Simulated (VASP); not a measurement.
Set up this calculation in VASP 6.6.1, as the native input.

```
Task                   : single point
Functional             : r2SCAN
Potentials or basis    : VASP PAW PBE potentials, release 64 (C)
Cutoff                 : 520 eV
k mesh                 : 13 × 13 × 13
Occupations            : fermi-dirac, width 0.05 eV
Spin                   : no spin polarisation
Dipole correction      : no
Further INCAR settings : ALGO = Normal; EDIFF = 1e-07; NBANDS = 11
```

The system is C.

```
C
1.0
     0.00000    1.75609    1.75609
     1.75609    0.00000    1.75609
     1.75609    1.75609    0.00000
C
2
Direct
  0.50000 0.50000 0.50000
  0.75000 0.75000 0.75000
```

This cell differs from its parent crystal: volume scaled by 0.96.

The input as run:

POSCAR

```
C
1.0
    0.0000000000      1.7560887551      1.7560887551
    1.7560887551      0.0000000000      1.7560887551
    1.7560887551      1.7560887551      0.0000000000
C
2
Direct
    0.5000000000      0.5000000000      0.5000000000
    0.7500000000      0.7500000000      0.7500000000
```

INCAR.step1

```
PREC = Accurate
ENCUT = 520
ISMEAR = -1
SIGMA = 0.05
LREAL = False
LASPH = True
NELM = 80
NBANDS = 11
GGA = PE
ALGO = Normal
EDIFF = 1E-4
LWAVE = True
LCHARG = False
```

INCAR.step2

```
PREC = Accurate
ENCUT = 520
EDIFF = 1E-7
ISMEAR = -1
SIGMA = 0.05
LREAL = False
LASPH = True
NELM = 80
ALGO = Normal
ISIF = 2
LWAVE = False
LCHARG = False
METAGGA = R2SCAN
LMIXTAU = True
NBANDS = 11
ISTART = 1
```

KPOINTS

```
Automatic mesh
0
Gamma
  13 13 13
```

Potentials or basis: VASP PAW PBE potentials, release 64 (C).

Launch:

```console
$ cat potpaw_PBE.64/C/POTCAR > POTCAR
$ cp INCAR.step1 INCAR
$ mpirun -np 1 vasp_std > vasp.out
$ cp INCAR.step2 INCAR
$ mpirun -np 1 vasp_std > vasp.out
```

Results of the run:

```yaml
Pressure: 21.1 GPa
Band_gap_on_the_k_mesh: 4.44 eV, indirect (least direct gap 5.96 eV)
```

Caveat: the PAW data sets were made with another functional, which shifts forces and pressure a little.

It took 16 s on 1 thread of Intel(R) Xeon(R) 6975P-C (Granite Rapids), with other jobs on the host, peak memory 0.12 GiB.
